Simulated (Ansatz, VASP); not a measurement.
# One calculation of Si, two programs

INCAR

```
PREC = Accurate
ENCUT = 500
EDIFF = 1E-7
ISMEAR = 0
SIGMA = 0.02
LREAL = False
LASPH = True
NELM = 120
ALGO = Normal
ISIF = 3
LWAVE = False
LCHARG = False
GGA = PS
IBRION = 2
NSW = 100
EDIFFG = -0.005
GGA_COMPAT = False
NELMIN = 4
```

The input KPOINTS:

```
Automatic mesh
0
Gamma
  8 8 8
```

The input POSCAR:

```
Si
1.0
    0.0000000000      2.7221665085      2.7221665085
    2.7221665085      0.0000000000      2.7221665085
    2.7221665085      2.7221665085      0.0000000000
Si
2
Direct
    0.0000000000      0.0000000000      0.0000000000
    0.2500000000      0.2500000000      0.2500000000
```

Input for Ansatz:

```yaml
crystal:
  lattice:
    - [0.0, 2.7221665085, 2.7221665085]
    - [2.7221665085, 0.0, 2.7221665085]
    - [2.7221665085, 2.7221665085, 0.0]
  atoms:
    - { symbol: Si, position: [0.0, 0.0, 0.0] }
    - { symbol: Si, position: [0.25, 0.25, 0.25] }
basis:
  ecutwfc: 420
kpoints:
  mp_grid: { grid: [8, 8, 8] }
hamiltonian:
  xc: pbesol
scf:
  occupations: { method: gaussian, width: 0.02 }
output:
  forces: true
  stress: true
  eigenvalues: true
  write_density: true
  write_potential: true
  elf: true
  volumetric_format: npy
relax:
  adjacent_minimum: "off"
  f_tol: 0.005
  max_steps: 80
  cell: { stress_tol: 0.05 }
```

Alike in both runs: task relaxation of cell and atoms; functional PBEsol; k mesh 8 × 8 × 8; occupations gaussian, width 0.02 eV; no spin polarisation.

|  | VASP | Ansatz |
| --- | --- | --- |
| version | VASP 6.6.1 | Ansatz 0.2.0 |
| potentials or method | VASP PAW PBE potentials, release 64 (Si), cutoff 500 eV | scalar-relativistic, plane waves, PAW |
| valence electrons in the cell | 8 | 8 |

```tsv
	VASP	Ansatz	Ansatz less VASP
gap on the k mesh at the Fermi level, each at its own relaxed structure (eV)	0.51	0.51	+0.003
relaxed volume (Å³/atom)	20.08	20.06	-0.021
relaxed cell length with the largest relative difference (Å)	3.844	3.842	-0.0013
```

VASP's potentials were made for PBE, not for PBEsol.
